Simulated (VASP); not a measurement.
# YN (Fm-3m) in VASP: notebook, part 2 of 2

VASP 6.6.1.

## Step 3: G0W0 quasiparticle levels, PBE

The input, POSCAR:

```
YN
1.0
    0.0000000000      2.4480481452      2.4480481452
    2.4480481452      0.0000000000      2.4480481452
    2.4480481452      2.4480481452      0.0000000000
Y N
1 1
Direct
    0.0000000000      0.0000000000      0.0000000000
    0.5000000000      0.5000000000      0.5000000000
```

The input, INCAR.step1:

```
SYSTEM = YN
PREC = Accurate
ENCUT = 500
EDIFF = 1E-8
ISMEAR = 0
SIGMA = 0.01
LREAL = .False.
LASPH = .True.
NELM = 60
ALGO = Normal
LWAVE = .True.
LCHARG = .False.
GGA = PE
```

The input, INCAR.step2:

```
SYSTEM = YN
PREC = Accurate
ENCUT = 500
EDIFF = 1E-8
ISMEAR = 0
SIGMA = 0.01
LREAL = .False.
LASPH = .True.
NELM = 1
ALGO = Exact
LWAVE = .True.
LCHARG = .False.
GGA = PE
NBANDS = 68
LOPTICS = .True.
ISTART = 1
```

The input, INCAR.step3:

```
SYSTEM = YN
PREC = Accurate
ENCUT = 500
EDIFF = 1E-8
ISMEAR = 0
SIGMA = 0.01
LREAL = .False.
LASPH = .True.
ALGO = EVGW0
LWAVE = .False.
LCHARG = .False.
GGA = PE
NELMGW = 1
NBANDS = 68
ENCUTGW = 80.0
NOMEGA = 48
PRECFOCK = Fast
ISTART = 1
NBANDSGW = 16
```

The input, KPOINTS:

```
regular mesh
0
Gamma
  4 4 4
  0 0 0
```

Potentials or basis: VASP PAW PBE potentials, release 64 (Y_sv_GW, N_GW).

Command:

```bash
cat potpaw_PBE.64/Y_sv_GW/POTCAR potpaw_PBE.64/N_GW/POTCAR > POTCAR
cp INCAR.step1 INCAR
mpirun -np 1 vasp_std > vasp.out
cp INCAR.step2 INCAR
mpirun -np 1 vasp_std > vasp.out
cp INCAR.step3 INCAR
mpirun -np 1 vasp_std > vasp.out
```

OUTCAR:

```text
SYSTEM = YN
   PREC = Accurate
   ENCUT = 500
   EDIFF = 1E-8
   ISMEAR = 0
   LREAL = .False.
   LASPH = .True.
   GGA = PE
   NELMGW = 1
   ENCUTGW = 80.0
   PRECFOCK = Fast
   ISTART = 1

 ion  position               nearest neighbor table
   1  0.000  0.000  0.000-
   2  0.500  0.500  0.500-

  LATTYP: Found a face centered cubic cell.
 ALAT       =     4.8960962904

  Lattice vectors:

 A1 = (   0.0000000000,   2.4480481452,   2.4480481452)
 A2 = (   2.4480481452,   0.0000000000,   2.4480481452)
 A3 = (   2.4480481452,   2.4480481452,   0.0000000000)

Analysis of symmetry for initial positions (statically):
=====================================================================
 Subroutine PRICEL returns:
 Original cell was already a primitive cell.

 Routine SETGRP: Setting up the symmetry group for a
 face centered cubic supercell.

 Subroutine GETGRP returns: Found 48 space group operations
 (whereof 48 operations were pure point group operations)
 out of a pool of 48 trial point group operations.

The static configuration has the point symmetry O_h .

Analysis of symmetry for dynamics (positions and initial velocities):
=====================================================================
 Subroutine PRICEL returns:
 Original cell was already a primitive cell.

 Routine SETGRP: Setting up the symmetry group for a
 face centered cubic supercell.

 Subroutine GETGRP returns: Found 48 space group operations
 (whereof 48 operations were pure point group operations)
 out of a pool of 48 trial point group operations.

The dynamic configuration has the point symmetry O_h .

 Subroutine INISYM returns: Found 48 space group operations
 (whereof 48 operations are pure point group operations),
 and found     1 'primitive' translations

----------------------------------------------------------------------------------------

                                     Primitive cell

  volume of cell :      29.3420

  direct lattice vectors                    reciprocal lattice vectors
     0.000000000  2.448048145  2.448048145    -0.204244349  0.204244349  0.204244349
     2.448048145  0.000000000  2.448048145     0.204244349 -0.204244349  0.204244349
     2.448048145  2.448048145  0.000000000     0.204244349  0.204244349 -0.204244349

  length of vectors
     3.462062888  3.462062888  3.462062888     0.353761590  0.353761590  0.353761590

  position of ions in fractional coordinates (direct lattice)
     0.000000000  0.000000000  0.000000000
     0.500000000  0.500000000  0.500000000

  ion indices of the primitive-cell ions
   primitive index   ion index
                 1           1
                 2           2

----------------------------------------------------------------------------------------

 KPOINTS: regular mesh

Automatic generation of k-mesh.
 Grid dimensions read from file:
 generate k-points for:    4    4    4

 Generating k-lattice:

  Cartesian coordinates                     Fractional coordinates (reciprocal lattice)
    -0.051061087  0.051061087  0.051061087     0.250000000  0.000000000  0.000000000
     0.051061087 -0.051061087  0.051061087     0.000000000  0.250000000  0.000000000
     0.051061087  0.051061087 -0.051061087     0.000000000  0.000000000  0.250000000

  Length of vectors
     0.088440397  0.088440397  0.088440397

  Shift w.r.t. Gamma in fractional coordinates (k-lattice)
     0.000000000  0.000000000  0.000000000

 Subroutine IBZKPT returns following result:
 ===========================================

 Found      8 irreducible k-points:

 Following reciprocal coordinates:
            Coordinates               Weight
  0.000000  0.000000  0.000000      1.000000
  0.250000  0.000000  0.000000      8.000000
  0.500000  0.000000  0.000000      4.000000
  0.250000  0.250000  0.000000      6.000000
  0.500000  0.250000  0.000000     24.000000
 -0.250000  0.250000  0.000000     12.000000
  0.500000  0.500000  0.000000      3.000000
 -0.250000  0.500000  0.250000      6.000000
   k-points           NKPTS =      8   k-points in BZ     NKDIM =     64   number of bands    NBANDS=     68
   number of dos      NEDOS =    301   number of ions     NIONS =      2
   total plane-waves  NPLWV =  21952
   dimension x,y,z NGX =    28 NGY =   28 NGZ =   28
   dimension x,y,z NGXF=    56 NGYF=   56 NGZF=   56
   ions per type =               1   1
   NGX,Y,Z   is equivalent  to a cutoff of  13.45, 13.45, 13.45 a.u.
   NGXF,Y,Z  is equivalent  to a cutoff of  26.89, 26.89, 26.89 a.u.
 SYSTEM =  YN
   PREC   = accura    normal or accurate (medium, high low for compatibility)
   ISTART =      1    job   : 0-new  1-cont  2-samecut
   ICHARG =      0    charge: 1-file 2-atom 10-const
   ISPIN  =      1    spin polarized calculation?
   LNONCOLLINEAR =      F non collinear calculations
   LSORBIT =      F    spin-orbit coupling
   LASPH  =      T    aspherical Exc in radial PAW
   ENCUT  =  500.0 eV  36.75 Ry    6.06 a.u.   6.31  6.31  6.31*2*pi/ulx,y,z
   NELM   =     60;   NELMIN=  2; NELMDL=  0     # of ELM steps
   EDIFF  = 0.1E-07   stopping-criterion for ELM
   LREAL  =      F    real-space projection
   EDIFFG = 0.1E-06   stopping-criterion for IOM
   NSW    =      0    number of steps for IOM
   IBRION =     -1    ionic relax: 0-MD 1-quasi-New 2-CG
   NFREE  =      0    steps in history (QN), initial steepest desc. (CG)
   ISIF   =      0    stress and relaxation
   ISYM   =      3    0-nonsym 1-usesym 2-fastsym
   POTIM  = 0.5000    time-step for ionic-motion
   TEBEG  =    0.0;   TEEND  =   0.0 temperature during run
   PSTRESS=    0.0 pullay stress
   NELECT =      16.0000    total number of electrons
   NUPDOWN=      -1.0000    fix difference up-down
   EMIN   =  10.00;   EMAX   =-10.00  energy-range for DOS
   EFERMI =   0.00;   METHOD = LEGACY
   ISMEAR =     0;   SIGMA  =   0.01  broadening in eV -4-tet -1-fermi 0-gaus
   EFERMI_NEDOS =   21; number of points for ismear=-14 and -15
   IALGO  =     38    algorithm
   IMIX   =      4    mixing-type and parameters
     AMIX     =   0.40;   BMIX     =  1.00
     AMIX_MAG =   1.60;   BMIX_MAG =  1.00
  volume/ion in A,a.u.               =      14.67        99.00
  Fermi-wavevector in a.u.,A,eV,Ry     =   1.337473  2.527457 24.338547  1.788833
  Thomas-Fermi vector in A             =   2.466019
   LORBIT       =      0    0 simple, 1 ext, 2 COOP (PROOUT), +10 PAW based schemes
   GGA     = PE    functional components
   LHFCALC =     T    Hartree Fock is set to
   PRECFOCK=fast      Normal, Fast or Accurate (Low or Medium for compatibility)
   ENCUT4O =  -1.0   cutoff for four orbital integrals eV
   NKREDX  =     1    reduce k-point grid by
   NKREDY  =     1    reduce k-point grid by
   NKREDZ  =     1    reduce k-point grid by
   AEXX    =    1.0000 exact exchange contribution
   HFSCREEN=    0.0000 screening length (either q_TF or 0.3 A-1)
   HFSCREENC=   0.0000 screening length for correlation (either q_TF or 0.3 A-1)
   ENCUTFOCK=  -1.0 apply spherical cutoff to Coloumb kernel
   IVDW    =     0    specifies the selected vdW correction
   LEPSILON=     F    determine dielectric tensor
   LRPA    =     F    only Hartree local field effects (RPA)
   LRPAFORCE           =     F    calculate RPA forces
   ENCUTGW             =  80.0    cutoff for response function in eV
   ENCUTGWSOFT         =  64.0    soft cutoff for Coulomb kernel in GW response function in eV
   ENCUTLF             =  -1.0    cutoff for local field effects
   NELMGW              =     1    number of iterations in solving QP/BSE equation
   NELMHF              =     1    number of iterations in the inner HF iteration
   NKREDLFX            =     1    NKREDLFY  =   1   NKREDLFZ  =   1
 non-spin polarized calculation
 Gauss-broadening in eV      SIGMA  =   0.01
  energy-cutoff  :      500.00
  volume of cell :       29.34
 maximum number of plane-waves:       754
 NGX is ok and might be reduce to    28
  NGX = 14; NGY = 14; NGZ = 14
   NGX = 13   NGY = 13   NGZ = 13
 maximum number of plane-waves:        59
 NGX is ok and might be reduce to    10

 QP shifts <psi_nk| G(iteration)W_0 |psi_nk>: iteration 1
 for sc-GW calculations column KS-energies equals QP-energies in previous step
 and V_xc(KS)=  KS-energies - (<T + V_ion + V_H > + <T+V_H+V_ion>^1  + <V_x>^1)

 k-point   1 :       0.0000    0.0000    0.0000
  band No.  KS-energies  QP-energies   sigma(KS)   V_xc(KS)     V^pw_x(r,r')   Z            occupation Imag(sigma)

      1     -33.2682     -34.2527     -20.8470     -19.2589     -31.8905       0.6199       2.0000       1.3202
      2     -12.9325     -14.1003     -19.8312     -18.2144     -25.4619       0.7223       2.0000       0.5523
      3     -12.9325     -14.1003     -19.8312     -18.2144     -25.4619       0.7223       2.0000       0.5523
      4     -12.9325     -14.1003     -19.8312     -18.2144     -25.4619       0.7223       2.0000       0.5523
      5      -5.2529      -5.8892     -16.8462     -15.8720     -25.0662       0.6532       2.0000       1.1869
      6       7.6291       7.6556     -16.4438     -16.4798     -19.6921       0.7359       2.0000       0.2444
[... 8 lines left out ...]
     15      18.3844      18.3955      -8.1329      -8.1466      -2.3745       0.8072       0.0000      -0.6973
     16      30.8215      32.6431     -11.8446     -14.0607      -5.5287       0.8220       0.0000      -1.5003
[... 124 lines left out ...]
      1     -33.1138     -34.1139     -20.9778     -19.3936     -31.9593       0.6313       2.0000       1.3313
      2     -13.5155     -14.6974     -19.3401     -17.6878     -25.2000       0.7153       2.0000       0.6663
      3     -13.5155     -14.6974     -19.3401     -17.6878     -25.2000       0.7153       2.0000       0.6663
      4     -13.3349     -14.4746     -19.4437     -17.8523     -25.3521       0.7161       2.0000       0.6519
      5      -4.3512      -4.9615     -17.6940     -16.7845     -25.5821       0.6711       2.0000       1.0674
      6       5.4720       5.2867     -15.2074     -14.9504     -18.8209       0.7211       2.0000       0.3358
[... 8 lines left out ...]
     15      20.9223      21.7834     -11.7802     -12.8910      -5.4734       0.7753       0.0000      -0.8963
     16      20.9223      21.7834     -11.7802     -12.8910      -5.4734       0.7753       0.0000      -0.8963
```

Run time: 36 s. Hardware: 1 thread of Intel Xeon 6975P-C (Granite Rapids), shared host; peak memory 0.23 GiB.

What came out:

| Item | Value |
| --- | --- |
| Band gap on the k mesh, mean-field level | 0.13 eV, indirect (least direct gap 0.53 eV) |
| Quasiparticle gap | 0.40 eV |
| Least direct quasiparticle gap | 0.88 eV |

Caveat: the k points lie up to 0.56 Å⁻¹ apart; bands, screening cutoff and mesh are small and nothing is extrapolated, so the quasiparticle values aren't converged. A k mesh can miss the band edges.

## Step 4: G0W0 quasiparticle levels, PBE

POSCAR is that of step 3.

The input, INCAR.step1:

```
ALGO = Normal ; EDIFF = 1E-8
ENCUT = 500 ; GGA = PE
ISMEAR = 0 ; LASPH = True
LCHARG = False ; LREAL = False
LWAVE = True ; NELM = 100
PREC = Accurate ; SIGMA = 0.01
```

The input, INCAR.step2:

```
ALGO = Exact ; EDIFF = 1E-8
ENCUT = 500 ; GGA = PE
ISMEAR = 0 ; ISTART = 1
LASPH = True ; LCHARG = False
LOPTICS = True ; LREAL = False
LWAVE = True ; NBANDS = 38
NELM = 1 ; PREC = Accurate
SIGMA = 0.01
```

The input, INCAR.step3:

```
ALGO = EVGW0 ; EDIFF = 1E-8
ENCUT = 500 ; ENCUTGW = 60
GGA = PE ; ISMEAR = 0
ISTART = 1 ; LASPH = True
LCHARG = False ; LREAL = False
LWAVE = False ; NBANDS = 38
NBANDSGW = 16 ; NELMGW = 1
NOMEGA = 48 ; PREC = Accurate
PRECFOCK = Fast ; SIGMA = 0.01
```

The input, KPOINTS:

```
k-points
0
Gamma
  4 4 4
```

Potentials or basis: VASP PAW PBE potentials, release 64 (Y_sv_GW, N_GW).

Command:

```bash
cat potpaw_PBE.64/Y_sv_GW/POTCAR potpaw_PBE.64/N_GW/POTCAR > POTCAR
cp INCAR.step1 INCAR
mpirun -np 1 vasp_std > vasp.out
cp INCAR.step2 INCAR
mpirun -np 1 vasp_std > vasp.out
cp INCAR.step3 INCAR
mpirun -np 1 vasp_std > vasp.out
```

OUTCAR:

```text
EDIFF = 1E-8
   ENCUT = 500
   ENCUTGW = 60
   GGA = PE
   ISMEAR = 0
   ISTART = 1
   LASPH = True
   LREAL = False
   NELMGW = 1
   PREC = Accurate
   PRECFOCK = Fast

 ion  position               nearest neighbor table
   1  0.000  0.000  0.000-
   2  0.500  0.500  0.500-

  LATTYP: Found a face centered cubic cell.
 ALAT       =     4.8960962904

  Lattice vectors:

 A1 = (   0.0000000000,   2.4480481452,   2.4480481452)
 A2 = (   2.4480481452,   0.0000000000,   2.4480481452)
 A3 = (   2.4480481452,   2.4480481452,   0.0000000000)

Analysis of symmetry for initial positions (statically):
=====================================================================
 Subroutine PRICEL returns:
 Original cell was already a primitive cell.

 Routine SETGRP: Setting up the symmetry group for a
 face centered cubic supercell.

 Subroutine GETGRP returns: Found 48 space group operations
 (whereof 48 operations were pure point group operations)
[... 125 lines left out ...]
   LHFCALC =     T    Hartree Fock is set to
   PRECFOCK=fast      Normal, Fast or Accurate (Low or Medium for compatibility)
   ENCUT4O =  -1.0   cutoff for four orbital integrals eV
   NKREDX  =     1    reduce k-point grid by
   NKREDY  =     1    reduce k-point grid by
   NKREDZ  =     1    reduce k-point grid by
   AEXX    =    1.0000 exact exchange contribution
   HFSCREEN=    0.0000 screening length (either q_TF or 0.3 A-1)
   HFSCREENC=   0.0000 screening length for correlation (either q_TF or 0.3 A-1)
   ENCUTFOCK=  -1.0 apply spherical cutoff to Coloumb kernel
   IVDW    =     0    specifies the selected vdW correction
   LEPSILON=     F    determine dielectric tensor
   LRPA    =     F    only Hartree local field effects (RPA)
   LRPAFORCE           =     F    calculate RPA forces
   ENCUTGW             =  60.0    cutoff for response function in eV
   ENCUTGWSOFT         =  48.0    soft cutoff for Coulomb kernel in GW response function in eV
   ENCUTLF             =  -1.0    cutoff for local field effects
   NELMGW              =     1    number of iterations in solving QP/BSE equation
   NELMHF              =     1    number of iterations in the inner HF iteration
   NKREDLFX            =     1    NKREDLFY  =   1   NKREDLFZ  =   1
 non-spin polarized calculation
 Gauss-broadening in eV      SIGMA  =   0.01
  energy-cutoff  :      500.00
  volume of cell :       29.34
 maximum number of plane-waves:       754
 NGX is ok and might be reduce to    28
  NGX = 14; NGY = 14; NGZ = 14
   NGX = 13   NGY = 13   NGZ = 13
 maximum number of plane-waves:        34
 NGX is ok and might be reduce to    10

 QP shifts <psi_nk| G(iteration)W_0 |psi_nk>: iteration 1
 for sc-GW calculations column KS-energies equals QP-energies in previous step
 and V_xc(KS)=  KS-energies - (<T + V_ion + V_H > + <T+V_H+V_ion>^1  + <V_x>^1)

 k-point   1 :       0.0000    0.0000    0.0000
  band No.  KS-energies  QP-energies   sigma(KS)   V_xc(KS)     V^pw_x(r,r')   Z            occupation Imag(sigma)

      1     -33.2682     -34.6522     -21.4576     -19.2589     -31.8905       0.6294       2.0000       1.2800
      2     -12.9325     -14.0300     -19.7298     -18.2144     -25.4619       0.7242       2.0000       0.5475
      3     -12.9325     -14.0300     -19.7298     -18.2144     -25.4619       0.7242       2.0000       0.5475
      4     -12.9325     -14.0300     -19.7298     -18.2144     -25.4619       0.7242       2.0000       0.5475
      5      -5.2529      -5.9008     -16.8530     -15.8720     -25.0662       0.6605       2.0000       1.2063
      6       7.6291       7.9051     -16.1072     -16.4798     -19.6921       0.7408       2.0000       0.2445
[... 135 lines left out ...]
      2     -13.5155     -14.6337     -19.2477     -17.6878     -25.2000       0.7168       2.0000       0.6667
      3     -13.5155     -14.6337     -19.2477     -17.6878     -25.2000       0.7168       2.0000       0.6667
      4     -13.3349     -14.4110     -19.3509     -17.8523     -25.3521       0.7181       2.0000       0.6525
      5      -4.3512      -4.9363     -17.6525     -16.7845     -25.5821       0.6741       2.0000       1.0719
      6       5.4720       5.4968     -14.9162     -14.9504     -18.8209       0.7248       2.0000       0.3389
[... 8 lines left out ...]
     15      20.9223      22.1244     -11.3487     -12.8910      -5.4734       0.7794       0.0000      -0.8904
     16      20.9223      22.1244     -11.3487     -12.8910      -5.4734       0.7794       0.0000      -0.8904
```

OUTCAR.step1:

```text
EDIFF = 1E-8
   ENCUT = 500
   GGA = PE
   ISMEAR = 0
   LASPH = True
[... 322 lines left out ...]
 -----------------------------------------------------------------------------------
      0.00000      0.00000      0.00000        -0.000000     -0.000000     -0.000000
      2.44805      2.44805      2.44805         0.000000      0.000000      0.000000
 -----------------------------------------------------------------------------------
    total drift:                                0.000000      0.000000      0.000000

  FREE ENERGIE OF THE ION-ELECTRON SYSTEM (eV)
  ---------------------------------------------------
  free  energy   TOTEN  =       -20.3214113212 eV

  energy  without entropy=      -20.3214113212  energy(sigma->0) =      -20.32141132
```

It took 90 s on 1 thread of Intel Xeon 8259CL, shared host; peak memory 0.24 GiB.

Results:

```
Band gap on the k mesh, mean-field level : 0.13 eV, indirect (least direct gap 0.53 eV)
Quasiparticle gap                        : 0.36 eV
Least direct quasiparticle gap           : 0.85 eV
```

Caveat: the k points lie up to 0.56 Å⁻¹ apart; bands, screening cutoff and mesh are small and nothing is extrapolated, so the quasiparticle values aren't converged.
